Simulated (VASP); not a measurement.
Wanted: the native input for a VASP 6.6.1 run.

| Item | Value |
| --- | --- |
| Task | relaxation of cell and atoms |
| Functional | PBE |
| Potentials or basis | VASP PAW PBE potentials, release 64 (Ga_d, Ge_d, Te, Se) |
| Cutoff | 600 eV |
| k mesh | 4 × 4 × 2 |
| Occupations | gaussian, width 0.1 eV |
| Spin | no spin polarisation |
| Dipole correction | no |
| Further INCAR settings | ALGO = Normal; EDIFF = 1e-06; IBRION = 2; EDIFFG = -0.04; NSW = 90; ISIF = 3 |

The structure of Ga2GeTeSe lies in POSCAR:

```
Ga2GeTeSe
1.0
    4.0261523600      0.0000000000      0.0000000000
    0.0000000000      4.0261523600      0.0000000000
    0.0000000000      0.0000000000      8.2473606100
Ga Ge Te Se
2 1 1 1
Direct
    0.5000000000      0.5000000000      0.6101773700
    0.5000000000      0.5000000000      0.1705091200
    0.5000000000      0.5000000000      0.3992750800
    0.0000000000      0.0000000000      0.2830463000
    0.0000000000      0.0000000000      0.6881710000
```

These files were run (other wordings do the same):

INCAR

```
SYSTEM = Ga2GeTeSe
PREC = Accurate ; ENCUT = 600
EDIFF = 1E-6 ; ISMEAR = 0
SIGMA = 0.1 ; LREAL = .FALSE.
LASPH = .TRUE. ; NELM = 100
ALGO = Normal ; ISIF = 3
LWAVE = .FALSE. ; LCHARG = .FALSE.
GGA = PE ; IBRION = 2
NSW = 90 ; EDIFFG = -0.04
```

KPOINTS

```
regular mesh
0
G
  4 4 2
  0 0 0
```

Potentials or basis: VASP PAW PBE potentials, release 64 (Ga_d, Ge_d, Te, Se).

Run with:

```console
$ cat potpaw_PBE.64/Ga_d/POTCAR potpaw_PBE.64/Ge_d/POTCAR potpaw_PBE.64/Te/POTCAR potpaw_PBE.64/Se/POTCAR > POTCAR
$ mpirun -np 1 vasp_std > vasp.out
```

Results of the run:

```json
{
 "Relaxed volume": "25.02 Å³/atom",
 "Relaxed cell": "a = 3.925 Å, b = 3.925 Å, c = 8.118 Å, α = 90.00°, β = 90.00°, γ = 90.00°",
 "Space group after relaxing (to 0.05 Å)": "P4mm (No. 99)",
 "Energy gained by relaxing": "1886.9 meV/atom",
 "Ionic steps": "74",
 "Pressure after relaxing": "0.0 GPa",
 "Largest force after relaxing": "0.039 eV/Å",
 "Band gap on the k mesh": "zero (band 26 reaches 5.32 eV, above the bottom of band 27 at 3.14 eV)"
}
```

Caveat: the k points lie up to 0.40 Å⁻¹ apart in the final cell; spin-orbit coupling is left out, which moves the levels of the heavy elements.

Wall time 30 min on 1 thread of AMD EPYC 9R45 96-Core Processor (Zen 5), on a shared host, peak memory 0.29 GiB.
